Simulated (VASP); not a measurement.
A run of VASP 6.6.1 is set up as follows.

INCAR

```
SYSTEM = Sb2Se3
ALGO = Normal
EDIFF = 1E-6
ENCUT = 500
GGA = PE
GGA_COMPAT = .False.
ISIF = 2
ISMEAR = 0
LASPH = .True.
LCHARG = .True.
LELF = .True.
LREAL = .False.
LVHAR = .True.
LWAVE = .False.
NBANDS = 22
NELM = 120
PREC = Accurate
SIGMA = 0.15
```

Contents of KPOINTS:

```
k-points
0
Gamma
  3 2 2
  0 0 0
```

Contents of POSCAR:

```
Sb2Se3
1.0
    3.9669058535      0.0000000000      0.0000000000
    0.0000000000      5.4434949495      0.0000000000
    0.0000000000      0.0000000000      6.5719151694
Sb Se
2 3
Direct
    0.5000000000      0.5000000000      0.7951924603
    0.5000000000      0.5000000000      0.2048075397
    0.0000000000      0.5000000000      0.5000000000
    0.0000000000      0.0000000000      0.0000000000
    0.0000000000      0.0000000000      0.5000000000
```

Potentials or basis: VASP PAW PBE potentials, release 64 (Sb, Se).

Launch:

```bash
$ cat potpaw_PBE.64/Sb/POTCAR potpaw_PBE.64/Se/POTCAR > POTCAR
$ mpirun -np 1 vasp_std > vasp.out
```

Q: What does it give for the pressure?

A: 0.3 GPa.

Q: What does it give for the largest force?

A: 0.021 eV/Å.

Stress tensor (GPa, compression positive):
```
 0.71  0.00  0.00
 0.00  0.60  0.00
 0.00  0.00 -0.27
```

Caveat: the k points lie up to 0.58 Å⁻¹ apart.
